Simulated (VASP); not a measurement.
Here is a VASP 6.6.1 calculation.

The input INCAR:

```
SYSTEM = Ti12S
PREC = Accurate
ENCUT = 520
EDIFF = 1E-7
ISMEAR = 0
SIGMA = 0.1
LREAL = .FALSE.
LASPH = .TRUE.
NELM = 60
ALGO = Normal
ISIF = 2
LWAVE = .FALSE.
LCHARG = .FALSE.
LDIPOL = .TRUE.
IDIPOL = 3
DIPOL = 0.5 0.5 0.341
GGA = PE
NBANDS = 87
```

Contents of KPOINTS:

```
Automatic mesh
0
G
  5 6 1
  0 0 0
```

Contents of POSCAR:

```
Ti12S
1.0
    5.8763264169      0.0000000000      0.0000000000
    0.0000000000      4.6504654180      0.0000000000
    0.0000000000      0.0000000000     21.2842241737
Ti S
12 1
Direct
    0.0000000000      0.7500000000      0.1879326194
    0.5000000000      0.7500000000      0.1879326194
    0.2500000000      0.2500000000      0.2277825407
    0.7500000000      0.2500000000      0.2277825407
    0.2500000000      0.7500000000      0.3074823835
    0.7500000000      0.7500000000      0.3074823835
    0.0000000000      0.2500000000      0.3461291986
    0.5000000000      0.2500000000      0.3461291986
    0.0000000000      0.7500000000      0.4220680061
    0.5000000000      0.7500000000      0.4220680061
    0.2500000000      0.2500000000      0.4596937193
    0.7500000000      0.2500000000      0.4596937193
    0.5000000000      0.7500000000      0.5276995065
```

Potentials or basis: VASP PAW PBE potentials, release 64 (Ti_sv, S).

Run with:

```console
$ cat potpaw_PBE.64/Ti_sv/POTCAR potpaw_PBE.64/S/POTCAR > POTCAR
$ mpirun -np 1 vasp_std > vasp.out
```

(1) Estimate the band gap on the k mesh.

(2) What does it give for the largest force?

Results:

(1) zero (bands 75 and 76 overlap by 0.36 eV).

(2) 0.599 eV/Å.
